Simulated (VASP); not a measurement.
Input of a VASP 6.6.1 run:

INCAR

```
SYSTEM = Nb
PREC     = Accurate       ! precision mode
ENCUT    = 520            ! plane-wave cutoff, eV
EDIFF    = 1E-6           ! SCF threshold, eV
ISMEAR   = -1             ! smearing method
SIGMA    = 0.1            ! smearing width, eV
LREAL    = .False.        ! projectors in reciprocal space
LASPH    = .True.         ! aspherical terms in the spheres
NELM     = 60             ! most SCF steps
ALGO     = Normal         ! electronic algorithm
ISIF     = 2              ! what is computed and relaxed
LWAVE    = .False.        ! write WAVECAR
LCHARG   = .False.        ! write CHGCAR
GGA      = PS             ! functional
NBANDS   = 34             ! bands
```

KPOINTS

```
regular mesh
0
Gamma
  17 17 4
  0 0 0
```

POSCAR

```
Nb
1.0
    2.8294556228      0.0000000000      0.0000000000
   -1.4147278114      2.4503804482      0.0000000000
    0.0000000000      0.0000000000     10.4087961945
Nb
4
Direct
    0.0000000000      1.0000000000      1.0000000000
    0.0000000000      1.0000000000      0.5000000000
    0.3333333333      0.6666666667      0.2500000000
    0.6666666667      0.3333333333      0.7500000000
```

Potentials or basis: VASP PAW PBE potentials, release 64 (Nb_sv).

The run is started by

```bash
$ cat potpaw_PBE.64/Nb_sv/POTCAR > POTCAR
$ mpirun -np 1 vasp_std > vasp.out
```

(1) What does it give for the pressure?

(2) What does it give for the band gap on the k mesh?

Results:

(1) -0.2 GPa.

(2) zero (band 26 reaches 12.36 eV, above the bottom of band 27 at 10.82 eV).

Caveat: the PAW data sets were made with another functional, which shifts forces and pressure a little.
